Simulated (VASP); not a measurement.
The system is CuO (wurtzite type).

```
Cu O
1.0
     3.15886    0.00000    0.00000
    -1.57943    2.73565    0.00000
     0.00000    0.00000    5.14893
Cu O
2 2
Direct
  0.33333 0.66667 0.00000
  0.66667 0.33333 0.50000
  0.33333 0.66667 0.37600
  0.66667 0.33333 0.87600
```

- Program: VASP 6.6.1
- Task: relaxation of cell and atoms
- Functional: PBE
- Potentials or basis: VASP PAW PBE potentials, release 64 (Cu, O)
- Cutoff: 600 eV
- k mesh: 13 × 13 × 7
- Occupations: fermi-dirac, width 0.05 eV
- Spin: no spin polarisation

At the start: pressure 7.3 GPa; volume 11.12 Å³/atom.

Where does the relaxation end?

Over 11 steps the energy falls by 17.3 meV/atom and the volume is 11.61 Å³/atom (+4.3 %); space group P6_3mc (No. 186, to 0.05 Å).

Step by step:
```
step  energy change (eV)  largest force (eV/Å)  pressure (GPa)  volume (Å³)
   1              0.0000                0.1278            7.32        44.49
   2             -0.0425                0.0952           -3.13        47.85
   3             -0.0525                0.1062           -0.26        46.78
   4             -0.0564                0.1020           -0.24        46.75
   5             -0.0649                0.0859           -0.22        46.65
   6             -0.0669                0.0219           -0.32        46.41
   7             -0.0687                0.0530           -0.24        46.52
   8             -0.0683                0.0628            0.56        46.24
   9             -0.0693                0.0045            0.11        46.39
  10             -0.0693                0.0073           -0.14        46.48
  11             -0.0694                0.0004            0.02        46.43
```

Final structure:
```
Cu O
1.0
     3.15316    0.00000    0.00000
    -1.57658    2.73072    0.00000
     0.00000    0.00000    5.39177
Cu O
2 2
Direct
  0.33333 0.66667 0.00858
  0.66667 0.33333 0.50858
  0.33333 0.66667 0.36742
  0.66667 0.33333 0.86742
```
